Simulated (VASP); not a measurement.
HPbNO4:

```
CELL_PARAMETERS angstrom
3.85707 0.00178 -0.03658
0.17353 4.33436 -0.01647
0.75803 0.83873 5.87662
ATOMIC_POSITIONS crystal
H 0.61511 0.89559 0.19844
Pb 0.64597 0.44651 0.91685
N 0.71474 0.23810 0.50058
O 0.16958 0.47007 0.77768
O 0.62919 0.97045 0.49845
O 0.56424 0.92583 0.03849
O 0.78022 0.42250 0.31951
```

* Program: VASP 6.6.1
* Task: relaxation of cell and atoms
* Functional: PBE
* Dispersion: D4
* Potentials or basis: VASP PAW PBE potentials, release 64 (H, Pb_d, N, O)
* Cutoff: 600 eV
* k mesh: 4 × 4 × 3
* Occupations: fermi-dirac, width 0.05 eV
* Spin: no spin polarisation

At the start: pressure -0.9 GPa; volume 14.06 Å³/atom.

Q: How do energy, volume and symmetry change on relaxing?

A: Over 66 steps the energy falls by 10.5 meV/atom and the volume is 12.68 Å³/atom (-9.8 %); space group P1 (No. 1, to 0.1 Å) before and after.

The path:
| step | energy change (eV) | largest force (eV/Å) | pressure (GPa) | volume (Å³) |
| --- | --- | --- | --- | --- |
| 1 | 0.0000 | 0.6070 | -0.88 | 98.41 |
| 3 | -0.0063 | 0.2817 | -1.59 | 98.09 |
| 5 | -0.0194 | 0.3074 | -0.39 | 95.56 |
| 7 | -0.0220 | 0.1631 | 0.16 | 94.93 |
| 9 | -0.0255 | 0.2847 | -0.07 | 94.32 |
| 11 | -0.0270 | 0.1507 | -0.01 | 94.33 |
| 13 | -0.0312 | 0.1444 | -0.01 | 93.91 |
| 15 | -0.0354 | 0.1565 | -0.13 | 93.40 |
| 17 | -0.0379 | 0.1376 | -0.10 | 92.75 |
| 19 | -0.0398 | 0.1518 | 0.06 | 92.33 |
| 21 | -0.0436 | 0.1863 | -0.10 | 91.80 |
| 23 | -0.0471 | 0.2224 | 0.12 | 91.11 |
| 25 | -0.0495 | 0.3304 | -0.19 | 90.64 |
| 27 | -0.0522 | 0.2246 | 0.17 | 89.98 |
| 29 | -0.0573 | 0.2539 | 0.33 | 89.52 |
| 31 | -0.0601 | 0.2260 | 0.14 | 89.40 |
| 33 | -0.0621 | 0.2064 | 0.32 | 89.40 |
| 35 | -0.0652 | 0.1355 | -0.11 | 89.57 |
| 37 | -0.0659 | 0.0906 | -0.22 | 89.57 |
| 39 | -0.0666 | 0.0736 | -0.14 | 89.44 |
| 41 | -0.0674 | 0.0833 | 0.03 | 89.17 |
| 43 | -0.0687 | 0.0977 | 0.03 | 88.88 |
| 45 | -0.0698 | 0.0582 | 0.26 | 88.64 |
| 47 | -0.0707 | 0.1351 | 0.09 | 88.63 |
| 49 | -0.0712 | 0.2128 | -0.02 | 88.70 |
| 51 | -0.0720 | 0.0397 | 0.08 | 88.69 |
| 53 | -0.0721 | 0.0320 | 0.01 | 88.72 |
| 55 | -0.0722 | 0.0540 | -0.06 | 88.76 |
| 57 | -0.0724 | 0.0535 | -0.07 | 88.83 |
| 59 | -0.0728 | 0.0527 | -0.02 | 88.83 |
| 61 | -0.0729 | 0.0415 | -0.12 | 88.82 |
| 63 | -0.0731 | 0.0344 | 0.03 | 88.75 |
| 65 | -0.0731 | 0.0292 | 0.02 | 88.74 |
| 66 | -0.0732 | 0.0192 | 0.00 | 88.74 |

Final structure:
```
H Pb N O
1.0
     3.75082    0.14639    0.09100
     0.33305    4.19363    0.04737
     0.96400    0.91582    5.69059
H Pb N O
1 1 1 4
Direct
  0.57453 0.89450 0.21810
  0.63198 0.45600 0.91624
  0.76044 0.21423 0.49590
  0.17101 0.51433 0.75954
  0.64016 0.95174 0.50091
  0.50640 0.93534 0.05846
  0.83453 0.40292 0.30085
```

Caveat: the standard files for N, O and F lose accuracy on very short bonds.
